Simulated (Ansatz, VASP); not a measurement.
# C in VASP and in Ansatz

```
C
1.0
     2.28662    0.00000    0.00000
    -1.14331    2.12933    0.00000
     0.00000    0.00000    7.24581
C
4
Direct
  0.82676 0.00000 0.00250
  0.17324 0.00000 0.50250
  0.16007 0.66667 0.00250
  0.83993 0.33333 0.50250
```

Change from the starting cell: mode 4 frozen in at -0.426 Å, normal strain along x -0.0700.

Alike in both runs: task single point; functional PBEsol; k mesh 18 × 18 × 6; occupations gaussian, width 0.15 eV; no spin polarisation.

|  | VASP | Ansatz |
| --- | --- | --- |
| version | VASP 6.6.1 | Ansatz 0.2.0 |
| potentials or method | VASP PAW PBE potentials, release 64 (C), cutoff 520 eV | scalar-relativistic, plane waves, PAW |
| valence electrons in the cell | 16 | 16 |

```csv
,VASP,Ansatz,Ansatz less VASP
gap on the k mesh at the Fermi level (eV),0.42,0.42,+0.001
least direct gap on the mesh (eV),0.53,0.53,+0.003
pressure (GPa),35.2,34.4,-0.76
"traceless stress, the component that is largest in VASP (GPa)",54.18,53.63,-0.546
rms of the force components (eV/Å),0.861,0.852,-0.0095
```

VASP's potentials were made for PBE, not for PBEsol, and Ansatz warns of the same on its side. Atom by atom the forces differ by 0.009 eV/Å (rms over components). Both programs put the cell under a high pressure, so it lies far from rest at this level. With one functional, cell and mesh, what is left measures potentials, basis and numerics.
